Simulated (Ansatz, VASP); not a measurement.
One calculation of Rh, two programs

POSCAR

```
Rh
1.0
    2.5791848447      0.0000000000      0.0000000000
    0.0000000000      2.5791848447      0.0000000000
    0.0000000000      0.0000000000      2.5791848447
Rh
1
Direct
    0.0000000000      0.0000000000      0.0000000000
```

File INCAR.step1:

```
SYSTEM = Rh
ALGO     = Normal         ! electronic algorithm
EDIFF    = 1E-5           ! SCF threshold, eV
ENCUT    = 550            ! plane-wave cutoff, eV
GGA      = PE             ! functional
GGA_COMPAT= .FALSE.      
ISMEAR   = -1             ! smearing method
LASPH    = .TRUE.         ! aspherical terms in the spheres
LCHARG   = .FALSE.        ! write CHGCAR
LREAL    = .FALSE.        ! projectors in reciprocal space
LWAVE    = .TRUE.         ! write WAVECAR
NBANDS   = 14             ! bands
NELM     = 120            ! most SCF steps
PREC     = Accurate       ! precision mode
SIGMA    = 0.1            ! smearing width, eV
```

File INCAR.step2:

```
SYSTEM = Rh
ALGO     = Normal         ! electronic algorithm
EDIFF    = 1E-6           ! SCF threshold, eV
ENCUT    = 550            ! plane-wave cutoff, eV
GGA_COMPAT= .FALSE.      
ISIF     = 2              ! what is computed and relaxed
ISMEAR   = -1             ! smearing method
ISTART   = 1            
LASPH    = .TRUE.         ! aspherical terms in the spheres
LCHARG   = .TRUE.         ! write CHGCAR
LELF     = .TRUE.         ! ELF
LMIXTAU  = .TRUE.       
LREAL    = .FALSE.        ! projectors in reciprocal space
LVHAR    = .TRUE.       
LWAVE    = .FALSE.        ! write WAVECAR
METAGGA  = R2SCAN         ! meta-GGA
NBANDS   = 14             ! bands
NELM     = 120            ! most SCF steps
PREC     = Accurate       ! precision mode
SIGMA    = 0.1            ! smearing width, eV
```

KPOINTS

```
k-points
0
G
  14 14 14
  0 0 0
```

Input for Ansatz:

```yaml
crystal:
  lattice:
    - [2.5791848447, 0.0, 0.0]
    - [0.0, 2.5791848447, 0.0]
    - [0.0, 0.0, 2.5791848447]
  atoms:
    - { symbol: Rh, position: [0.0, 0.0, 0.0] }
hamiltonian:
  xc: r2scan
  pseudopotentials:
    kind: paw
    azcp:
      Rh: "pseudopotentials/Rh.paw.azcp"
basis:
  ecutwfc: 500
  fft_grid_basis: typed
kpoints:
  mp_grid: { grid: [14, 14, 14], shift: [0, 0, 0] }
magnetization:
  spin_polarized: false
scf:
  occupations: { method: fermi_dirac, width: 0.1 }
  lower_state_search: "off"
output:
  stress: true
```

Alike in both runs: task single point; functional r2SCAN; k mesh 14 × 14 × 14; occupations fermi-dirac, width 0.1 eV; no spin polarisation.

```csv
,VASP,Ansatz
version,VASP 6.6.1,Ansatz 0.2.0
potentials or method,"VASP PAW PBE potentials, release 64 (Rh_pv), cutoff 550 eV","plane waves (500 eV) with PAW, scalar-relativistic"
valence electrons in the cell,15,17
```

Ansatz gave:

- pressure (GPa): -12.8

Estimate VASP's values.

pressure (GPa): -12.2.

VASP's potentials were made for PBE, not for r2SCAN. The functional is the same, so the differences come from potentials, cutoffs and numerics. VASP's potentials hold 15 valence electrons a cell and Ansatz's 17, so a difference there can come from the potentials and not from the codes.
